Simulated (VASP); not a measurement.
LiH: vibrations by perturbation theory with PBEsol

Crystal: LiH.

```
Li H
1.0
     1.89424    1.89424    0.00000
    -1.89424    1.89424    0.00000
     0.00000    1.89424    1.89424
Li H
1 1
Cartesian
  0.0000 0.0000 0.0000
  0.0000 1.8942 0.0000
```

* Program: VASP 6.6.1
* Task: vibrations by perturbation theory
* Functional: PBEsol
* Potentials or basis: VASP PAW PBE potentials, release 64 (Li_sv, H)
* Cutoff: 520 eV
* k mesh: 10 × 10 × 10
* Occupations: gaussian, width 0.01 eV
* Spin: no spin polarisation
* Dipole correction: no
* Further INCAR settings: ALGO = Normal; EDIFF = 1e-08; IBRION = 8; NSW = 1

```
Highest phonon frequency at Γ, LO-TO splitting left out : 774 cm⁻¹
```

Phonon frequencies in cm⁻¹ (negative: imaginary):
```
              q point           frequencies
(0.000, 0.000, 0.000)  -1 -1 -1 774 774 774
```

Wall time 27 s on 1 thread of Intel Xeon 6975P-C (shared host), peak memory 0.14 GiB.

Caveat: the cell wasn't relaxed at this level first, which shifts response properties.
